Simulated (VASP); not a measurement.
Runs of VASP 6.6.1 on Ge. The structure is that of space group Fd-3m (No. 227), or close to it. The cells are those of the table. 

| task | cell | cutoff (eV) | smearing | gap on the mesh (eV) | pressure (GPa) |
| --- | --- | --- | --- | --- | --- |
| single point | a = 4.048 Å, angles 60.0°, 2 atoms | 520 | fermi-dirac 0.15 eV | none | 1.1 |
| relaxation of cell and atoms | relaxed from a = 4.000 Å, angles 60.0°, 2 atoms | 600 | gaussian 0.1 eV | none | 0.0 |
| single point | a = 4.074 Å, angles 60.0°, 2 atoms | 520 | gaussian 0.1 eV | none | (a) |
| relaxation of cell and atoms | relaxed from a = 4.074 Å, angles 60.0°, 2 atoms | 600 | fermi-dirac 0.15 eV | none | 0.0 |

Alike in all rows: level PBE; potentials or basis VASP PAW PBE potentials, release 64 (Ge_d); no spin polarisation; k mesh 14 × 14 × 14.

**Question.** Fill in the values left out.

**Answer.** (a) -0.1.

Caveats: semilocal functionals underestimate gaps, and a narrow one can read as zero; the relaxation stopped at its first step, so nothing moved (at least some runs).

A k mesh can miss the band edges, and the runs leave out spin-orbit coupling on Ge.

A gap of «none» marks levels without a gap at the run's occupations.
